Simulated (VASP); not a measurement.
# GaAs3 (Fm-3m) in VASP: further runs

Runs on GaAs3. Level: PBE. Tasks: single point.

Program: VASP 6.6.1. These are calculated values, not measurements. Logs are shortened: lines on timing, memory, paths and dates and some standing lists are left out, and cuts for length are marked.

## Step 1: The cell of the first run

Symmetry: Fm-3m, No. 225, cubic system. Conventional cell: a = 6.733 Å, b = 6.733 Å, c = 6.733 Å, α = 90.00°, β = 90.00°, γ = 90.00°. Ga (site symmetry m-3m) has 14 As at 2.92 to 3.37 Å within 3.8 Å. Within 3.8 Å of As (site symmetry m-3m) lie 8 As at 2.92 Å and 6 Ga at 3.37 Å. Within 3.8 Å of As (site symmetry -43m) lie 4 Ga at 2.92 Å and 10 As at 2.92 to 3.37 Å.

The cell was built from a structure type or drawn by symmetry, and may not be a known phase.

## Step 2: Single point, PBE

File INCAR:

```
PREC = Accurate ; ENCUT = 500
EDIFF = 1E-6 ; ISMEAR = 0
SIGMA = 0.2 ; LREAL = F
LASPH = T ; NELM = 120
ALGO = Normal ; ISIF = 2
LWAVE = F ; LCHARG = T
GGA = PE ; LELF = T
LVHAR = T ; NBANDS = 22
GGA_COMPAT = F
```

File KPOINTS:

```
regular mesh
0
Gamma
  5 5 5
```

File POSCAR:

```
GaAs3
1.0
    0.0000000000      3.3664172172      3.3664172172
    3.3664172172      0.0000000000      3.3664172172
    3.3664172172      3.3664172172      0.0000000000
Ga As
1 3
Direct
    0.0000000000      0.0000000000      0.0000000000
    0.5000000000      0.5000000000      0.5000000000
    0.2500000000      0.2500000000      0.2500000000
    0.7500000000      0.7500000000      0.7500000000
```

Potentials or basis: VASP PAW PBE potentials, release 64 (Ga_d, As).

The run is started by

```bash
$ cat potpaw_PBE.64/Ga_d/POTCAR potpaw_PBE.64/As/POTCAR > POTCAR
$ mpirun -np 1 vasp_std > vasp.out
```

OUTCAR:

```text
PREC = Accurate
   ENCUT = 500
   EDIFF = 1E-6
   ISMEAR = 0
   LREAL = F
   LASPH = T
   NELM = 120
   ISIF = 2
   GGA = PE

 ion  position               nearest neighbor table
   1  0.000  0.000  0.000-   4 2.92   4 2.92   4 2.92   3 2.92   4 2.92   3 2.92   3 2.92   3 2.92

   2  0.500  0.500  0.500-   3 2.92   3 2.92   3 2.92   3 2.92   4 2.92   4 2.92   4 2.92   4 2.92

   3  0.250  0.250  0.250-   1 2.92   1 2.92   1 2.92   1 2.92   2 2.92   2 2.92   2 2.92   2 2.92

   4  0.750  0.750  0.750-   2 2.92   2 2.92   2 2.92   1 2.92   2 2.92   1 2.92   1 2.92   1 2.92

  LATTYP: Found a face centered cubic cell.
 ALAT       =     6.7328344344

  Lattice vectors:

 A1 = (   0.0000000000,   3.3664172172,   3.3664172172)
 A2 = (   3.3664172172,   0.0000000000,   3.3664172172)
 A3 = (   3.3664172172,   3.3664172172,   0.0000000000)

Analysis of symmetry for initial positions (statically):
=====================================================================
 Subroutine PRICEL returns:
 Original cell was already a primitive cell.

 Routine SETGRP: Setting up the symmetry group for a
 face centered cubic supercell.

 Subroutine GETGRP returns: Found 48 space group operations
 (whereof 48 operations were pure point group operations)
 out of a pool of 48 trial point group operations.

The static configuration has the point symmetry O_h .

Analysis of symmetry for dynamics (positions and initial velocities):
=====================================================================
 Subroutine PRICEL returns:
 Original cell was already a primitive cell.

 Routine SETGRP: Setting up the symmetry group for a
 face centered cubic supercell.

 Subroutine GETGRP returns: Found 48 space group operations
 (whereof 48 operations were pure point group operations)
 out of a pool of 48 trial point group operations.

The dynamic configuration has the point symmetry O_h .

 Subroutine INISYM returns: Found 48 space group operations
 (whereof 48 operations are pure point group operations),
 and found     1 'primitive' translations

----------------------------------------------------------------------------------------

                                     Primitive cell

  volume of cell :      76.3016
[... 72 lines left out ...]
   ISPIN  =      1    spin polarized calculation?
   LNONCOLLINEAR =      F non collinear calculations
   LSORBIT =      F    spin-orbit coupling
   LASPH  =      T    aspherical Exc in radial PAW
   ENCUT  =  500.0 eV  36.75 Ry    6.06 a.u.   8.68  8.68  8.68*2*pi/ulx,y,z
   NELM   =    120;   NELMIN=  2; NELMDL= -5     # of ELM steps
   EDIFF  = 0.1E-05   stopping-criterion for ELM
   LREAL  =      F    real-space projection
   EDIFFG = 0.1E-04   stopping-criterion for IOM
   NSW    =      0    number of steps for IOM
   IBRION =     -1    ionic relax: 0-MD 1-quasi-New 2-CG
   NFREE  =      0    steps in history (QN), initial steepest desc. (CG)
   ISIF   =      2    stress and relaxation
   ISYM   =      2    0-nonsym 1-usesym 2-fastsym
   POTIM  = 0.5000    time-step for ionic-motion
   TEBEG  =    0.0;   TEEND  =   0.0 temperature during run
   PSTRESS=    0.0 pullay stress
   NELECT =      28.0000    total number of electrons
   NUPDOWN=      -1.0000    fix difference up-down
   EMIN   =  10.00;   EMAX   =-10.00  energy-range for DOS
   EFERMI =   0.00;   METHOD = LEGACY
   ISMEAR =     0;   SIGMA  =   0.20  broadening in eV -4-tet -1-fermi 0-gaus
   EFERMI_NEDOS =   21; number of points for ismear=-14 and -15
   IALGO  =     38    algorithm
   IMIX   =      4    mixing-type and parameters
     AMIX     =   0.40;   BMIX     =  1.00
     AMIX_MAG =   1.60;   BMIX_MAG =  1.00
  volume/ion in A,a.u.               =      19.08       128.73
  Fermi-wavevector in a.u.,A,eV,Ry     =   1.172059  2.214871 18.690635  1.373723
  Thomas-Fermi vector in A             =   2.308494
   LORBIT       =      0    0 simple, 1 ext, 2 COOP (PROOUT), +10 PAW based schemes
   GGA     = PE    functional components
   LHFCALC =     F    Hartree Fock is set to
   AEXX    =    0.0000 exact exchange contribution
   IVDW    =     0    specifies the selected vdW correction
   LEPSILON=     F    determine dielectric tensor
   LRPA    =     F    only Hartree local field effects (RPA)
 non-spin polarized calculation
 Gauss-broadening in eV      SIGMA  =   0.20
  energy-cutoff  :      500.00
  volume of cell :       76.30
 maximum number of plane-waves:      1956
   NGX = 17   NGY = 17   NGZ = 17

 number of electron      28.0000013 magnetization

 Free energy of the ion-electron system (eV)
  ---------------------------------------------------
  ext. energy  EPLUGINS =         0.00000000
  ---------------------------------------------------
  free energy    TOTEN  =       -15.73623448 eV

  energy without entropy =      -15.69798711  energy(sigma->0) =      -15.71711080

 E-fermi :   5.8902     XC(G=0): -10.8134

 val. band max:        5.8868129806   @ k =   0.4000   0.4000   0.0000
 cond. band min:       5.9170735660   @ k =  -0.4000   0.4000   0.0000
 fundamental gap:      0.0302605853
 Fermi energy:         5.8902031702

 k-point     1 :       0.0000    0.0000    0.0000
  band No.  band energies     occupation
      1      -8.5548      2.00000
      2      -8.5548      2.00000
      3      -8.5548      2.00000
      4      -8.5278      2.00000
      5      -8.5278      2.00000
      6      -8.2555      2.00000
[... 239 lines left out ...]
     21      12.0384      0.00000
     22      14.8125      0.00000

------------------------ aborting loop because EDIFF is reached ----------------------------------------

  FORCE on cell =-STRESS in cart. coord.  units (eV):
  Direction    XX          YY          ZZ          XY          YZ          ZX
  --------------------------------------------------------------------------------------
  -------------------------------------------------------------------------------------
  Total        0.0577560      0.0577560      0.0577560      0.0000000     -0.0000000      0.0000000
  in kB        1.2127565      1.2127565      1.2127565      0.0000000     -0.0000000      0.0000000
  external PRESSURE =       1.2127565 kB  Pullay stress =       0.0000000 kB

 VOLUME and BASIS-vectors are now :
 -----------------------------------------------------------------------------
  energy-cutoff  :      500.00
  volume of cell :       76.30
      direct lattice vectors                 reciprocal lattice vectors
     0.000000000  3.366417217  3.366417217    -0.148525856  0.148525856  0.148525856
     3.366417217  0.000000000  3.366417217     0.148525856 -0.148525856  0.148525856
     3.366417217  3.366417217  0.000000000     0.148525856  0.148525856 -0.148525856

 POSITION                                       TOTAL-FORCE (eV/Angst)
 -----------------------------------------------------------------------------------
      0.00000      0.00000      0.00000        -0.000000     -0.000000      0.000000
      3.36642      3.36642      3.36642        -0.000000     -0.000000      0.000000
      1.68321      1.68321      1.68321        -0.000000      0.000000     -0.000000
      5.04963      5.04963      5.04963         0.000000      0.000000      0.000000
 -----------------------------------------------------------------------------------
    total drift:                               -0.000000      0.000000      0.000000

  FREE ENERGIE OF THE ION-ELECTRON SYSTEM (eV)
  ---------------------------------------------------
  free  energy   TOTEN  =       -15.7362344849 eV

  energy  without entropy=      -15.6979871136  energy(sigma->0) =      -15.71711080
```

OSZICAR:

```text
N       E                     dE             d eps       ncg     rms          rms(c)
DAV:   1     0.162752098519E+03    0.16275E+03   -0.12577E+04   470   0.154E+03
DAV:   2     0.185687233972E+01   -0.16090E+03   -0.15283E+03   446   0.353E+02
DAV:   3    -0.152851621631E+02   -0.17142E+02   -0.16465E+02   542   0.877E+01
DAV:   4    -0.157652866106E+02   -0.48012E+00   -0.47832E+00   484   0.144E+01
DAV:   5    -0.157721363059E+02   -0.68497E-02   -0.68452E-02   540   0.179E+00    0.330E+00
DAV:   6    -0.157431186536E+02    0.29018E-01   -0.49259E-02   558   0.281E+00    0.192E+00
DAV:   7    -0.157363569464E+02    0.67617E-02   -0.22149E-02   608   0.116E+00    0.334E-01
DAV:   8    -0.157361942182E+02    0.16273E-03   -0.17997E-03   568   0.434E-01    0.579E-02
DAV:   9    -0.157362370378E+02   -0.42820E-04   -0.17162E-04   530   0.863E-02    0.278E-02
DAV:  10    -0.157362353267E+02    0.17111E-05   -0.78941E-06   500   0.211E-02    0.774E-03
DAV:  11    -0.157362344849E+02    0.84174E-06   -0.13975E-06   306   0.892E-03
   1 F= -.15736234E+02 E0= -.15717111E+02  d E =-.382474E-01
```

stdout:

```text
POSCAR found type information on POSCAR GaAs
 POSCAR found :  2 types and       4 ions
 scaLAPACK will be used
 LDA part: xc-table for (Slater+PW92), standard interpolation
 POSCAR, INCAR and KPOINTS ok, starting setup
 FFT: planning ... GRIDC
 FFT: planning ... GRID_SOFT
 FFT: planning ... GRID
 WAVECAR not read
 entering main loop
```

Run time: 15 s. Hardware: 1 thread of Intel Xeon Platinum 8488C (Sapphire Rapids), shared host; peak memory 0.2 GiB.

What came out:

| Quantity | Value |
| --- | --- |
| Free energy | -15.7362 eV |
| Pressure | 0.1 GPa |
| Band gap on the k mesh | zero (bands 14 and 15 overlap by 2.74 eV) |

Levels at points of the mesh, in eV from the Fermi level:
| k point | band 12 | band 13 | band 14 | band 15 | band 16 | band 17 |
| --- | --- | --- | --- | --- | --- | --- |
| (0.00, 0.00, 0.00) | -2.46 | -2.46 | -2.46 | -2.04 | -0.42 | -0.42 |

## Step 3: Single point, PBE

This run uses another cell than the first one, of 19.16 Å³/atom.

File INCAR:

```
PREC = Accurate
ENCUT = 500
EDIFF = 1E-6
ISMEAR = 0
SIGMA = 0.2
LREAL = F
LASPH = T
NELM = 120
ALGO = Normal
ISIF = 2
LWAVE = F
LCHARG = F
GGA = PE
NBANDS = 22
GGA_COMPAT = F
```

KPOINTS is that of step 2.

File POSCAR:

```
GaAs3
1.0
    0.0000000000      3.3715369010      3.3715369010
    3.3715369010      0.0000000000      3.3715369010
    3.3715369010      3.3715369010      0.0000000000
Ga As
1 3
Direct
    0.5000000000      0.5000000000      0.5000000000
    0.0000000000      0.0000000000      0.0000000000
    0.2500000000      0.2500000000      0.2500000000
    0.7500000000      0.7500000000      0.7500000000
```

Potentials or basis: VASP PAW PBE potentials, release 64 (Ga_d, As).

The run is started by

```bash
$ cat potpaw_PBE.64/Ga_d/POTCAR potpaw_PBE.64/As/POTCAR > POTCAR
$ mpirun -np 1 vasp_std > vasp.out
```

Wall time 12 s (1 thread of Intel Xeon Platinum 8488C (Sapphire Rapids), shared host); peak memory 0.2 GiB.

It converged, with:

```yaml
Free_energy: -15.7362 eV
Pressure: -0.2 GPa
Band_gap_on_the_k_mesh: zero (bands 14 and 15 overlap by 2.76 eV)
```

Levels at points of the mesh, in eV from the Fermi level:
```
           k point  band 11  band 12  band 13  band 14  band 15  band 16  band 17  band 18
(0.00, 0.00, 0.00)    -2.67    -2.45    -2.45    -2.45    -2.06    -0.41    -0.41    -0.41
```
